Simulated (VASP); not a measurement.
# Ta (Im-3m) in VASP: notebook

The runs below take Ta through relaxation of cell and atoms, with PBE, PBE+D3(BJ).

All numbers are computed with VASP 6.6.1; they aren't measurements. Logs are shortened: lines on timing, memory, paths and dates and some standing lists are left out, and cuts for length are marked.

## 1. The cell of the first run

It takes space group Im-3m (No. 229, cubic). Conventional cell: a = 3.336 Å, b = 3.336 Å, c = 3.336 Å, α = 90.00°, β = 90.00°, γ = 90.00°. Within 3.8 Å of Ta (site symmetry m-3m) lie 14 Ta at 2.89 to 3.34 Å.

## 2. Relaxation of cell and atoms, PBE

Input file INCAR:

```
SYSTEM = Ta
PREC = Accurate ; ENCUT = 500
EDIFF = 1E-7 ; ISMEAR = 1
SIGMA = 0.2128 ; LREAL = .FALSE.
LASPH = .TRUE. ; NELM = 120
ALGO = Normal ; ISIF = 3
LWAVE = .FALSE. ; LCHARG = .FALSE.
GGA = PE ; IBRION = 2
NSW = 60 ; EDIFFG = -0.01
GGA_COMPAT = .FALSE. ; NELMIN = 4
```

Input file KPOINTS:

```
regular mesh
0
G
  7 7 7
  0 0 0
```

Input file POSCAR:

```
Ta
1.0
   -1.6678670000      1.6678670000      1.6678670000
    1.6678670000     -1.6678670000      1.6678670000
    1.6678670000      1.6678670000     -1.6678670000
Ta
1
Direct
    0.0000000000      0.0000000000      0.0000000000
```

Potentials or basis: VASP PAW PBE potentials, release 64 (Ta_pv).

Run with:

```sh
$ cat potpaw_PBE.64/Ta_pv/POTCAR > POTCAR
$ mpirun -np 1 vasp_std > vasp.out
```

OUTCAR:

```text
SYSTEM = Ta
   PREC = Accurate
   ENCUT = 500
   EDIFF = 1E-7
   ISMEAR = 1
   LREAL = .FALSE.
   LASPH = .TRUE.
   NELM = 120
   ISIF = 3
   GGA = PE
   IBRION = 2
   NSW = 60
   EDIFFG = -0.01
   NELMIN = 4

 ion  position               nearest neighbor table
   1  0.000  0.000  0.000-

  LATTYP: Found a body centered cubic cell.
 ALAT       =     3.3357340000

  Lattice vectors:

 A1 = (  -1.6678670000,   1.6678670000,   1.6678670000)
 A2 = (   1.6678670000,  -1.6678670000,   1.6678670000)
 A3 = (   1.6678670000,   1.6678670000,  -1.6678670000)

Analysis of symmetry for initial positions (statically):
=====================================================================
 Subroutine PRICEL returns:
 Original cell was already a primitive cell.

 Routine SETGRP: Setting up the symmetry group for a
 body centered cubic supercell.

 Subroutine GETGRP returns: Found 48 space group operations
 (whereof 48 operations were pure point group operations)
 out of a pool of 48 trial point group operations.

The static configuration has the point symmetry O_h .

Analysis of symmetry for dynamics (positions and initial velocities):
=====================================================================
 Subroutine PRICEL returns:
 Original cell was already a primitive cell.

 Routine SETGRP: Setting up the symmetry group for a
 body centered cubic supercell.

 Subroutine GETGRP returns: Found 48 space group operations
 (whereof 48 operations were pure point group operations)
 out of a pool of 48 trial point group operations.

The dynamic configuration has the point symmetry O_h .

 Subroutine INISYM returns: Found 48 space group operations
 (whereof 48 operations are pure point group operations),
 and found     1 'primitive' translations

----------------------------------------------------------------------------------------

                                     Primitive cell

  volume of cell :      18.5586

  direct lattice vectors                    reciprocal lattice vectors
    -1.667867000  1.667867000  1.667867000     0.000000000  0.299784095  0.299784095
     1.667867000 -1.667867000  1.667867000     0.299784095  0.000000000  0.299784095
     1.667867000  1.667867000 -1.667867000     0.299784095  0.299784095  0.000000000

  length of vectors
[... 64 lines left out ...]
   NGXF,Y,Z  is equivalent  to a cutoff of  27.62, 27.62, 27.62 a.u.
 SYSTEM =  Ta
   PREC   = accura    normal or accurate (medium, high low for compatibility)
   ISTART =      0    job   : 0-new  1-cont  2-samecut
   ICHARG =      2    charge: 1-file 2-atom 10-const
   ISPIN  =      1    spin polarized calculation?
   LNONCOLLINEAR =      F non collinear calculations
   LSORBIT =      F    spin-orbit coupling
   LASPH  =      T    aspherical Exc in radial PAW
   ENCUT  =  500.0 eV  36.75 Ry    6.06 a.u.   5.27  5.27  5.27*2*pi/ulx,y,z
   NELM   =    120;   NELMIN=  4; NELMDL= -5     # of ELM steps
   EDIFF  = 0.1E-06   stopping-criterion for ELM
   LREAL  =      F    real-space projection
   EDIFFG = -.1E-01   stopping-criterion for IOM
   NSW    =     60    number of steps for IOM
   IBRION =      2    ionic relax: 0-MD 1-quasi-New 2-CG
   NFREE  =      1    steps in history (QN), initial steepest desc. (CG)
   ISIF   =      3    stress and relaxation
   ISYM   =      2    0-nonsym 1-usesym 2-fastsym
   POTIM  = 0.5000    time-step for ionic-motion
   TEBEG  =    0.0;   TEEND  =   0.0 temperature during run
   PSTRESS=    0.0 pullay stress
   NELECT =      11.0000    total number of electrons
   NUPDOWN=      -1.0000    fix difference up-down
   EMIN   =  10.00;   EMAX   =-10.00  energy-range for DOS
   EFERMI =   0.00;   METHOD = LEGACY
   ISMEAR =     1;   SIGMA  =   0.21  broadening in eV -4-tet -1-fermi 0-gaus
   EFERMI_NEDOS =   21; number of points for ismear=-14 and -15
   IALGO  =     38    algorithm
   IMIX   =      4    mixing-type and parameters
     AMIX     =   0.40;   BMIX     =  1.00
     AMIX_MAG =   1.60;   BMIX_MAG =  1.00
  volume/ion in A,a.u.               =      18.56       125.24
  Fermi-wavevector in a.u.,A,eV,Ry     =   1.375174  2.598702 25.730025  1.891103
  Thomas-Fermi vector in A             =   2.500534
   LORBIT       =      0    0 simple, 1 ext, 2 COOP (PROOUT), +10 PAW based schemes
   GGA     = PE    functional components
   LHFCALC =     F    Hartree Fock is set to
   AEXX    =    0.0000 exact exchange contribution
   IVDW    =     0    specifies the selected vdW correction
   LEPSILON=     F    determine dielectric tensor
   LRPA    =     F    only Hartree local field effects (RPA)
 conjugate gradient relaxation of ions
 non-spin polarized calculation
 Methfessel and Paxton  Order N= 1 SIGMA  =   0.21
  energy-cutoff  :      500.00
  volume of cell :       18.56
 maximum number of plane-waves:       478
 NGX is ok and might be reduce to    24
   NGX = 11   NGY = 11   NGZ = 11

--------------------------------------- Ionic step        1  -------------------------------------------

 number of electron      10.9999999 magnetization

 Free energy of the ion-electron system (eV)
  ---------------------------------------------------
  ext. energy  EPLUGINS =         0.00000000
  ---------------------------------------------------
  free energy    TOTEN  =       -11.83586201 eV

  energy without entropy =      -11.84844430  energy(sigma->0) =      -11.84005611

------------------------ aborting loop because EDIFF is reached ----------------------------------------

  FORCE on cell =-STRESS in cart. coord.  units (eV):
  Direction    XX          YY          ZZ          XY          YZ          ZX
  --------------------------------------------------------------------------------------
  -------------------------------------------------------------------------------------
  Total       -0.2788422     -0.2788422     -0.2788422      0.0000000      0.0000000     -0.0000000
  in kB      -24.0727055    -24.0727055    -24.0727055      0.0000000      0.0000000     -0.0000000
  external PRESSURE =     -24.0727055 kB  Pullay stress =       0.0000000 kB
[... 57 lines left out ...]
--------------------------------------- Ionic step        3  -------------------------------------------

 number of electron      11.0000000 magnetization

 Free energy of the ion-electron system (eV)
  ---------------------------------------------------
  ext. energy  EPLUGINS =         0.00000000
  ---------------------------------------------------
  free energy    TOTEN  =       -11.83752583 eV

  energy without entropy =      -11.85026775  energy(sigma->0) =      -11.84177314

 E-fermi :   5.1437     XC(G=0): -12.5307

 val. band max:        5.0013448036   @ k =   0.1429   0.1429   0.0000
 cond. band min:       5.1768839623   @ k =   0.2857   0.0000   0.0000
 fundamental gap:      0.1755391587
 Fermi energy:         5.1436625614

 k-point     1 :       0.0000    0.0000    0.0000
  band No.  band energies     occupation
      1     -27.8399      2.00000
      2     -27.8399      2.00000
      3     -27.8399      2.00000
      4      -2.5053      2.00000
      5       6.0556     -0.00000
      6       6.0556     -0.00000
      7       6.0556     -0.00000
      8       9.2669     -0.00000
      9       9.2669     -0.00000
[... 254 lines left out ...]
  FREE ENERGIE OF THE ION-ELECTRON SYSTEM (eV)
  ---------------------------------------------------
  free  energy   TOTEN  =       -11.8375258345 eV

  energy  without entropy=      -11.8502677497  energy(sigma->0) =      -11.84177314

 reached required accuracy - stopping structural energy minimisation
```

CONTCAR:

```text
Ta
   1.00000000000000
    -1.6613596719121475    1.6613596719121475    1.6613596719121475
     1.6613596719121475   -1.6613596719121475    1.6613596719121475
     1.6613596719121475    1.6613596719121475   -1.6613596719121475
  Ta
     1
Direct
     0.0000000000000000    0.0000000000000000    0.0000000000000000

  0.00000000E+00  0.00000000E+00  0.00000000E+00
```

It took 7.1 s on 1 thread of Intel Xeon 6975P-C (Granite Rapids), shared host; peak memory 0.14 GiB.

What came out:

* Free energy: -11.8375 eV
* Relaxed volume: 18.34 Å³/atom
* Relaxed cell: a = 2.878 Å, b = 2.878 Å, c = 2.878 Å, α = 109.47°, β = 109.47°, γ = 109.47°
* Space group after relaxing (to 0.05 Å): Im-3m (No. 229)
* Energy gained by relaxing: 1.7 meV/atom
* Ionic steps: 3
* Pressure after relaxing: 0.0 GPa

The path:
```tsv
step	energy change (eV)	largest force (eV/Å)	pressure (GPa)	volume (Å³)
1	0.0000	0.0000	-2.41	18.56
2	0.0084	0.0000	6.36	17.82
3	-0.0017	0.0000	-0.02	18.34
```

Final structure:
```
Ta
1.0
    -1.66136    1.66136    1.66136
     1.66136   -1.66136    1.66136
     1.66136    1.66136   -1.66136
Ta
1
Direct
  0.00000 0.00000 0.00000
```

Levels at points of the mesh, in eV from the Fermi level:
| k point | band 3 | band 4 | band 5 | band 6 | band 7 | band 8 |
| --- | --- | --- | --- | --- | --- | --- |
| (0.00, 0.00, 0.00) | -32.98 | -7.65 | 0.91 | 0.91 | 0.91 | 4.12 |

Caveat: the k points lie up to 0.38 Å⁻¹ apart in the final cell; spin-orbit coupling is left out, which moves the levels of the heavy elements.

## 3. Relaxation of cell and atoms, PBE+D3(BJ)

Input file INCAR:

```
SYSTEM = Ta
PREC     = Accurate       ! precision mode
ENCUT    = 500            ! plane-wave cutoff, eV
EDIFF    = 1E-7           ! SCF threshold, eV
ISMEAR   = 1              ! smearing method
SIGMA    = 0.2128         ! smearing width, eV
LREAL    = .False.        ! projectors in reciprocal space
LASPH    = .True.         ! aspherical terms in the spheres
NELM     = 120            ! most SCF steps
ALGO     = Normal         ! electronic algorithm
ISIF     = 3              ! what is computed and relaxed
LWAVE    = .False.        ! write WAVECAR
LCHARG   = .False.        ! write CHGCAR
GGA      = PE             ! functional
IVDW     = 12             ! dispersion correction
IBRION   = 2              ! ionic algorithm
NSW      = 60             ! ionic steps
EDIFFG   = -0.01          ! ionic threshold
GGA_COMPAT= .False.      
NELMIN   = 4
```

Input file KPOINTS:

```
Automatic mesh
0
Gamma
  7 7 7
  0 0 0
```

POSCAR is that of step 2.

Potentials or basis: VASP PAW PBE potentials, release 64 (Ta_pv).

Run with:

```sh
$ cat potpaw_PBE.64/Ta_pv/POTCAR > POTCAR
$ mpirun -np 1 vasp_std > vasp.out
```

OUTCAR:

```text
SYSTEM = Ta
   PREC = Accurate
   ENCUT = 500
   EDIFF = 1E-7
   ISMEAR = 1
   LREAL = .False.
   LASPH = .True.
   NELM = 120
   ISIF = 3
   GGA = PE
   IVDW = 12
   IBRION = 2
   NSW = 60
   EDIFFG = -0.01
   NELMIN = 4
 IVDW          = 12

 ion  position               nearest neighbor table
   1  0.000  0.000  0.000-

  LATTYP: Found a body centered cubic cell.
 ALAT       =     3.3357340000

  Lattice vectors:

 A1 = (  -1.6678670000,   1.6678670000,   1.6678670000)
 A2 = (   1.6678670000,  -1.6678670000,   1.6678670000)
 A3 = (   1.6678670000,   1.6678670000,  -1.6678670000)

Analysis of symmetry for initial positions (statically):
=====================================================================
 Subroutine PRICEL returns:
 Original cell was already a primitive cell.

 Routine SETGRP: Setting up the symmetry group for a
 body centered cubic supercell.

 Subroutine GETGRP returns: Found 48 space group operations
 (whereof 48 operations were pure point group operations)
 out of a pool of 48 trial point group operations.

The static configuration has the point symmetry O_h .

Analysis of symmetry for dynamics (positions and initial velocities):
=====================================================================
 Subroutine PRICEL returns:
 Original cell was already a primitive cell.

 Routine SETGRP: Setting up the symmetry group for a
 body centered cubic supercell.

 Subroutine GETGRP returns: Found 48 space group operations
 (whereof 48 operations were pure point group operations)
 out of a pool of 48 trial point group operations.

The dynamic configuration has the point symmetry O_h .

 Subroutine INISYM returns: Found 48 space group operations
 (whereof 48 operations are pure point group operations),
 and found     1 'primitive' translations

----------------------------------------------------------------------------------------

                                     Primitive cell

[... 81 lines left out ...]
   ENCUT  =  500.0 eV  36.75 Ry    6.06 a.u.   5.27  5.27  5.27*2*pi/ulx,y,z
   NELM   =    120;   NELMIN=  4; NELMDL= -5     # of ELM steps
   EDIFF  = 0.1E-06   stopping-criterion for ELM
   LREAL  =      F    real-space projection
   EDIFFG = -.1E-01   stopping-criterion for IOM
   NSW    =     60    number of steps for IOM
   IBRION =      2    ionic relax: 0-MD 1-quasi-New 2-CG
   NFREE  =      1    steps in history (QN), initial steepest desc. (CG)
   ISIF   =      3    stress and relaxation
   ISYM   =      2    0-nonsym 1-usesym 2-fastsym
   POTIM  = 0.5000    time-step for ionic-motion
   TEBEG  =    0.0;   TEEND  =   0.0 temperature during run
   PSTRESS=    0.0 pullay stress
   NELECT =      11.0000    total number of electrons
   NUPDOWN=      -1.0000    fix difference up-down
   EMIN   =  10.00;   EMAX   =-10.00  energy-range for DOS
   EFERMI =   0.00;   METHOD = LEGACY
   ISMEAR =     1;   SIGMA  =   0.21  broadening in eV -4-tet -1-fermi 0-gaus
   EFERMI_NEDOS =   21; number of points for ismear=-14 and -15
   IALGO  =     38    algorithm
   IMIX   =      4    mixing-type and parameters
     AMIX     =   0.40;   BMIX     =  1.00
     AMIX_MAG =   1.60;   BMIX_MAG =  1.00
  volume/ion in A,a.u.               =      18.56       125.24
  Fermi-wavevector in a.u.,A,eV,Ry     =   1.375174  2.598702 25.730025  1.891103
  Thomas-Fermi vector in A             =   2.500534
   LORBIT       =      0    0 simple, 1 ext, 2 COOP (PROOUT), +10 PAW based schemes
   GGA     = PE    functional components
   LHFCALC =     F    Hartree Fock is set to
   AEXX    =    0.0000 exact exchange contribution
   IVDW    =    12    specifies the selected vdW correction
   LEPSILON=     F    determine dielectric tensor
   LRPA    =     F    only Hartree local field effects (RPA)
 conjugate gradient relaxation of ions
 non-spin polarized calculation
 Methfessel and Paxton  Order N= 1 SIGMA  =   0.21
  energy-cutoff  :      500.00
  volume of cell :       18.56
 maximum number of plane-waves:       478
 NGX is ok and might be reduce to    24
   NGX = 11   NGY = 11   NGZ = 11

--------------------------------------- Ionic step        1  -------------------------------------------

 number of electron      10.9999999 magnetization

 Free energy of the ion-electron system (eV)
  ---------------------------------------------------
  ext. energy  EPLUGINS =         0.00000000
  ---------------------------------------------------
  free energy    TOTEN  =       -11.83586201 eV

  energy without entropy =      -11.84844430  energy(sigma->0) =      -11.84005611

------------------------ aborting loop because EDIFF is reached ----------------------------------------

 Edisp (eV)   -0.64215

 E8    (eV) :    -0.3361
[... 108 lines left out ...]
--------------------------------------- Ionic step        4  -------------------------------------------

 number of electron      11.0000002 magnetization

 Free energy of the ion-electron system (eV)
  ---------------------------------------------------
  ext. energy  EPLUGINS =         0.00000000
  ---------------------------------------------------
  free energy    TOTEN  =       -11.82792393 eV

  energy without entropy =      -11.84052776  energy(sigma->0) =      -11.83212520

 E-fermi :   5.3557     XC(G=0): -12.6757

 val. band max:        5.1909078904   @ k =   0.1429   0.1429   0.0000
 cond. band min:       5.3984584802   @ k =   0.2857   0.0000   0.0000
 fundamental gap:      0.2075505898
 Fermi energy:         5.3557404558

 k-point     1 :       0.0000    0.0000    0.0000
  band No.  band energies     occupation
      1     -27.5031      2.00000
      2     -27.5031      2.00000
      3     -27.5031      2.00000
      4      -2.3856      2.00000
      5       6.2824     -0.00000
      6       6.2824     -0.00000
      7       6.2824     -0.00000
      8       9.5945     -0.00000
      9       9.5945     -0.00000
[... 258 lines left out ...]
  FREE ENERGIE OF THE ION-ELECTRON SYSTEM (eV)
  ---------------------------------------------------
  free  energy   TOTEN  =       -12.4972804090 eV

  energy  without entropy=      -12.5098842431  energy(sigma->0) =      -12.50148169

 reached required accuracy - stopping structural energy minimisation
```

OSZICAR:

```text
N       E                     dE             d eps       ncg     rms          rms(c)
DAV:   1     0.444741799103E+02    0.44474E+02   -0.66003E+03   360   0.114E+03
DAV:   2    -0.116529546690E+02   -0.56127E+02   -0.54938E+02   438   0.237E+02
DAV:   3    -0.123224981564E+02   -0.66954E+00   -0.66640E+00   453   0.264E+01
[... 31 lines left out ...]
DAV:   1    -0.118280688045E+02    0.88133E-03   -0.48588E-03   367   0.102E+00    0.110E-01
DAV:   2    -0.118279495748E+02    0.11923E-03   -0.16144E-04   363   0.162E-01    0.375E-02
DAV:   3    -0.118279223637E+02    0.27211E-04   -0.91586E-05   368   0.117E-01    0.152E-02
DAV:   4    -0.118279238834E+02   -0.15198E-05   -0.10766E-06   403   0.119E-02    0.150E-03
DAV:   5    -0.118279239254E+02   -0.42001E-07   -0.11725E-07   217   0.419E-03
   4 F= -.12497280E+02 E0= -.12501482E+02  d E =-.192685E-01
```

It took 9 s on 1 thread of Intel Xeon 6975P-C (Granite Rapids), shared host; peak memory 0.15 GiB.

Results:

| Item | Value |
| --- | --- |
| Free energy | -12.4973 eV |
| Relaxed volume | 17.83 Å³/atom |
| Relaxed cell | a = 2.851 Å, b = 2.851 Å, c = 2.851 Å, α = 109.47°, β = 109.47°, γ = 109.47° |
| Space group after relaxing (to 0.05 Å) | Im-3m (No. 229) |
| Energy gained by relaxing | 19.3 meV/atom |
| Ionic steps | 4 |
| Pressure after relaxing | 0.0 GPa |
| Dispersion energy per atom | -0.669 eV |

The path:
```csv
step,energy change (eV),largest force (eV/Å),pressure (GPa),volume (Å³)
1,0.0000,0.0000,-8.17,18.56
2,0.1113,0.0000,26.57,16.13
3,-0.0192,0.0000,-0.37,17.86
4,-0.0193,0.0000,-0.03,17.83
```

Final structure:
```yaml
crystal:
  lattice:
    - [-1.64580, 1.64580, 1.64580]
    - [1.64580, -1.64580, 1.64580]
    - [1.64580, 1.64580, -1.64580]
  atoms:
    - { symbol: Ta, position: [0.00000, 0.00000, 0.00000] }
```

Caveat: the k points lie up to 0.39 Å⁻¹ apart in the final cell; spin-orbit coupling is left out, which moves the levels of the heavy elements; pairwise dispersion overbinds metals, which lowers pressure and volume.
